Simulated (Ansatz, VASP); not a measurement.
**ZnO: VASP beside Ansatz**

```
Zn O
1.0
     2.01323   -2.01452    0.00000
     2.01323    2.01452    0.00000
     0.00000    0.00000    4.18627
Zn O
1 1
Direct
  0.00000 0.00000 0.50000
  0.50000 0.50000 0.50000
```

Alike in both runs: functional PBE; k mesh 6 × 6 × 6; occupations gaussian, width 0.1 eV; no spin polarisation.

Ansatz relaxed the structure, and its values are those at the end. VASP's run is a single point on that final structure, the one shown.

|  | VASP | Ansatz |
| --- | --- | --- |
| version | VASP 6.6.1 | Ansatz 0.2.0 |
| potentials or method | VASP PAW PBE potentials, release 64 (Zn, O), cutoff 520 eV | scalar-relativistic, plane waves, PAW |
| valence electrons in the cell | 18 | 18 |

Ansatz gave:

| Item | Value |
| --- | --- |
| gap on the k mesh at the Fermi level (eV) | none |
| pressure (GPa) | 0.1 |

Problem. Estimate VASP's values.

Solution. gap on the k mesh at the Fermi level (eV): none; pressure (GPa): 0.8.

A gap of «none» marks a metal or a gap that the smearing closes. The functional is the same, so the differences come from potentials, cutoffs and numerics.

The k mesh is coarse, so the values compare programs but aren't converged.
